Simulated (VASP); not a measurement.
Li2Pd, 3 atoms in the cell. The structure is hexagonal, space group P6/mmm (No. 191). The conventional cell has a = 4.358 Å, b = 4.358 Å, c = 2.812 Å, α = 90.00°, β = 90.00°, γ = 120.00°. Li (site symmetry -6m2) has 5 Li at 2.52 to 2.81 Å and 6 Pd at 2.88 Å within 3.3 Å. Pd (site symmetry 6/mmm) has 2 Pd at 2.81 Å and 12 Li at 2.88 Å within 3.7 Å. 

* Program: VASP 6.6.1
* Task: single point
* Functional: PBEsol
* Potentials or basis: VASP PAW PBE potentials, release 64 (Li_sv, Pd)
* Cutoff: 520 eV
* k mesh: 6 × 6 × 8
* Occupations: methfessel-paxton, width 0.3 eV
* Spin: no spin polarisation
* Dipole correction: no
* Further INCAR settings: ALGO = Normal; EDIFF = 1e-06; NBANDS = 15

Potentials or basis: VASP PAW PBE potentials, release 64 (Li_sv, Pd).

Launch:

```bash
$ cat potpaw_PBE.64/Li_sv/POTCAR potpaw_PBE.64/Pd/POTCAR > POTCAR
$ mpirun -np 1 vasp_std > vasp.out
```

Hardware: 1 thread of Intel Xeon 8259CL (shared host).

How long does it take, and how much memory?

It took 28 s on 1 thread of Intel Xeon 8259CL, on a shared host, peak memory 0.17 GiB. Counts: scf iterations 12, k points 35.
